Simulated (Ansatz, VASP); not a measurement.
**One calculation of PtSe2, two programs**

File INCAR:

```
PREC = Accurate ; ENCUT = 520
EDIFF = 1E-6 ; ISMEAR = -1
SIGMA = 0.02 ; LREAL = F
LASPH = T ; NELM = 60
ALGO = Normal ; ISIF = 2
LWAVE = F ; LCHARG = F
GGA = PE ; NBANDS = 18
```

File KPOINTS:

```
regular mesh
0
Gamma
  6 6 6
```

POSCAR

```
PtSe2
1.0
    0.0000000000      3.1141577704      3.1141577704
    3.1141577704      0.0000000000      3.1141577704
    3.1141577704      3.1141577704      0.0000000000
Pt Se
1 2
Direct
    0.0000000000      0.0000000000      0.0000000000
    0.2500000000      0.2500000000      0.2500000000
    0.7500000000      0.7500000000      0.7500000000
```

Input for Ansatz:

```yaml
crystal:
  lattice:
    - [0.0, 3.1141577704, 3.1141577704]
    - [3.1141577704, 0.0, 3.1141577704]
    - [3.1141577704, 3.1141577704, 0.0]
  atoms:
    - { symbol: Pt, position: [0.0, 0.0, 0.0] }
    - { symbol: Se, position: [0.25, 0.25, 0.25] }
    - { symbol: Se, position: [0.75, 0.75, 0.75] }
kpoints:
  mp_grid: { grid: [6, 6, 6] }
hamiltonian:
  xc: pbe
scf:
  occupations: { method: fermi_dirac, width: 0.02 }
  n_extra_bands: 4
output:
  forces: true
  stress: true
  eigenvalues: true
```

Alike in both runs: task single point; functional PBE; k mesh 6 × 6 × 6; occupations fermi-dirac, width 0.02 eV; no spin polarisation.

```csv
,VASP,Ansatz
version,VASP 6.6.1,Ansatz 0.2.0
potentials or method,"VASP PAW PBE potentials, release 64 (Pt, Se)","plane waves, PAW"
plane-wave cutoff (eV),520,420
valence electrons in the cell,22,50
```

```csv
,VASP,Ansatz,Ansatz less VASP
pressure (GPa),3.5,3.5,+0.05
```

VASP's potentials hold 22 valence electrons a cell and Ansatz's 50, so a difference there can come from the potentials and not from the codes.

Neither program's run includes spin-orbit coupling.
